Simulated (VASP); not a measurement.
Mg2C, 3 atoms in the cell. The structure is tetragonal, space group I4/mmm (No. 139). Conventional cell: a = 3.765 Å, b = 3.765 Å, c = 5.422 Å, α = 90.00°, β = 90.00°, γ = 90.00°. Within 3.1 Å of C (site symmetry 4/mmm) lie 8 Mg at 2.32 Å. Within 3.1 Å of Mg (site symmetry -4m2) lie 4 C at 2.32 Å and 6 Mg at 2.66 to 2.71 Å.  This cell differs from its parent crystal: epitaxial xy strain -1.8%.

- Program: VASP 6.6.1
- Task: single point
- Functional: HSE06
- Potentials or basis: VASP PAW PBE potentials, release 64 (C, Mg)
- Cutoff: 520 eV
- k mesh: 6 × 6 × 6
- Occupations: gaussian, width 0.01 eV
- Spin: no spin polarisation
- Dipole correction: no
- Grid for exact exchange (PRECFOCK): Normal
- Further INCAR settings: ALGO = Normal; EDIFF = 1e-06; NBANDS = 11
- Share of exact exchange: 0.25
- Screening parameter: 0.2079 1/Å

Potentials or basis: VASP PAW PBE potentials, release 64 (C, Mg).

Run with:

```bash
$ cat potpaw_PBE.64/C/POTCAR potpaw_PBE.64/Mg/POTCAR > POTCAR
$ cp INCAR.step1 INCAR
$ mpirun -np 1 vasp_std > vasp.out
$ cp INCAR.step2 INCAR
$ mpirun -np 1 vasp_std > vasp.out
```

Hardware: 1 thread of Intel(R) Xeon(R) Platinum 8259CL CPU @ 2.50GHz (Skylake/Cascade Lake), with other jobs on the host.

Question: Estimate the wall time of this run.

Answer: Wall time 24 min on 1 thread of Intel(R) Xeon(R) Platinum 8259CL CPU @ 2.50GHz (Skylake/Cascade Lake), with other jobs on the host, peak memory 0.29 GiB. Counts: k points 30.
